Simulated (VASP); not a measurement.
Crystal: HgTe (Coloradoite).

```
Hg Te
1.0
     0.00000    3.19293    3.19293
     3.19293    0.00000    3.19293
     3.19293    3.19293    0.00000
Hg Te
1 1
Direct
  0.00000 0.00000 0.00000
  0.75000 0.75000 0.75000
```

This cell differs from its parent crystal: volume scaled by 0.98.

Base run:

| Quantity | Value |
| --- | --- |
| Program | VASP 6.6.1 |
| Functional | PBEsol |
| Potentials or basis | VASP PAW PBE potentials, release 64 (Hg, Te) |
| Cutoff | 520 eV |
| k mesh | 7 × 7 × 7 |
| Occupations | fermi-dirac, width 0.05 eV |
| Spin | no spin polarisation |

Its results: band gap on the k mesh zero (filled and empty bands touch); pressure 3.0 GPa.

**Question.** The run is repeated on the same cell with these changes: functional from PBEsol to revPBE. What comes out?

**Answer.** Band gap on the k mesh zero (filled and empty bands touch); pressure 7.1 GPa.

revPBE binds less tightly than PBEsol, so the same cell stands under more pressure.

Caveats: the PAW data sets were made with another functional, which shifts forces and pressure a little; spin-orbit coupling is left out, which moves the levels of the heavy elements.
